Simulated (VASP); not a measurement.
Runs of VASP 6.6.1 on Cu. The structure is that of space group Pm-3m (No. 221), or close to it. The cells are those of the table. 

```csv
task,cell,cutoff (eV),gap on the mesh (eV),pressure (GPa)
single point,"a = 2.233 Å, 1 atom",520,none,(a)
relaxation of cell and atoms,"relaxed to 40 GPa from a = 2.350 Å, 1 atom",600,none,40.1
single point,"a = 2.186 Å, 1 atom",520,none,60.6
relaxation of cell and atoms,"relaxed from a = 2.350 Å, 1 atom",600,none,0.0
relaxation of cell and atoms,"relaxed to 60 GPa from a = 2.350 Å, 1 atom",600,none,59.9
```

Alike in all rows: level PBE; potentials or basis VASP PAW PBE potentials, release 64 (Cu); no spin polarisation; k mesh 17 × 17 × 17; smearing fermi-dirac 0.05 eV.

Question: Estimate the missing entries.

Answer: (a) 40.4.

Caveats: the cell is relaxed towards a set pressure, so the enthalpy falls and the energy may rise (some runs).

A gap of «none» marks levels without a gap at the run's occupations.
